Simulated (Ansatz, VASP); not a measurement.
## GaN in VASP and in Ansatz

```
CELL_PARAMETERS angstrom
3.28156 0.00000 0.00000
-1.64078 2.84191 0.00000
0.00000 0.00000 5.34566
ATOMIC_POSITIONS crystal
Ga 0.33333 0.66667 0.99913
Ga 0.66667 0.33333 0.49913
N 0.33333 0.66667 0.37587
N 0.66667 0.33333 0.87587
```

Alike in both runs: task single point; functional PBE; k mesh 9 × 9 × 4; no spin polarisation.

|  | VASP | Ansatz |
| --- | --- | --- |
| version | VASP 6.6.1 | Ansatz 0.2.0 |
| potentials or method | VASP PAW PBE potentials, release 64 (Ga_d, N) | plane waves, PAW |
| plane-wave cutoff (eV) | 520 | 420 |
| occupations | gaussian, width 0.01 eV | fixed |
| valence electrons in the cell | 36 | 36 |

VASP gave:

```
gap on the k mesh at the Fermi level (eV)                     : 1.33
pressure (GPa)                                                : -8.6
traceless stress, the component that is largest in VASP (GPa) : 0.07
rms of the force components (eV/Å)                            : 0.005
```

Which values does Ansatz return?

gap on the k mesh at the Fermi level (eV): 1.33; pressure (GPa): -8.8; traceless stress, the component that is largest in VASP (GPa): 0.06; rms of the force components (eV/Å): 0.005.

Atom by atom the forces differ by 0.000 eV/Å (rms over components).
